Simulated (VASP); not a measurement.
# InSb: single point with HSE06

InSb:

```
In Sb
1.0
     0.00000    3.27951    3.31624
     3.27951    0.00000    3.31624
     3.27951    3.27951    0.00000
In Sb
1 1
Direct
  0.00000 0.00000 0.00000
  0.25000 0.25000 0.25000
```

This cell differs from its parent crystal: uniaxial z strain +1.1%.

| Quantity | Value |
| --- | --- |
| Program | VASP 6.6.1 |
| Task | single point |
| Functional | HSE06 |
| Potentials or basis | VASP PAW PBE potentials, release 64 (In_d, Sb) |
| Cutoff | 520 eV |
| k mesh | 4 × 4 × 4 |
| Occupations | fermi-dirac, width 0.02 eV |
| Spin | no spin polarisation |

| Property | Result |
| --- | --- |
| Pressure | -1.1 GPa |
| Band gap on the k mesh | 0.23 eV, direct |

Stress tensor (GPa, compression positive):
```
-0.94  0.00  0.00
 0.00 -0.94  0.00
 0.00  0.00 -1.33
```

Levels at points of the mesh, in eV from the valence-band top:
| k point | band 5 | band 6 | band 7 | band 8 | band 9 | band 10 | band 11 | band 12 | band 13 | band 14 |
| --- | --- | --- | --- | --- | --- | --- | --- | --- | --- | --- |
| (0.00, 0.00, 0.00) | -16.26 | -11.41 | -0.06 | 0.00 | 0.00 | 0.23 | 3.61 | 3.61 | 3.64 | 6.51 |
| (0.50, 0.00, 0.00) | -16.26 | -10.02 | -5.85 | -1.06 | -0.99 | 1.06 | 4.46 | 4.52 | 6.88 | 8.99 |
| (0.50, 0.50, 0.00) | -16.25 | -9.41 | -6.23 | -2.26 | -2.26 | 1.98 | 2.00 | 8.95 | 8.95 | 9.49 |
| (0.50, 0.00, 0.50) | -16.25 | -9.38 | -6.18 | -2.32 | -2.31 | 1.90 | 1.95 | 8.93 | 8.98 | 9.55 |

It took 18 min on 1 thread of Intel(R) Xeon(R) Platinum 8375C CPU @ 2.90GHz (Ice Lake), with other jobs on the host, peak memory 0.33 GiB.

Caveat: the cell differs from its parent crystal (uniaxial z strain +1.1%); the PAW data sets were made with another functional, which shifts forces and pressure a little; spin-orbit coupling is left out, which moves the levels of the heavy elements.
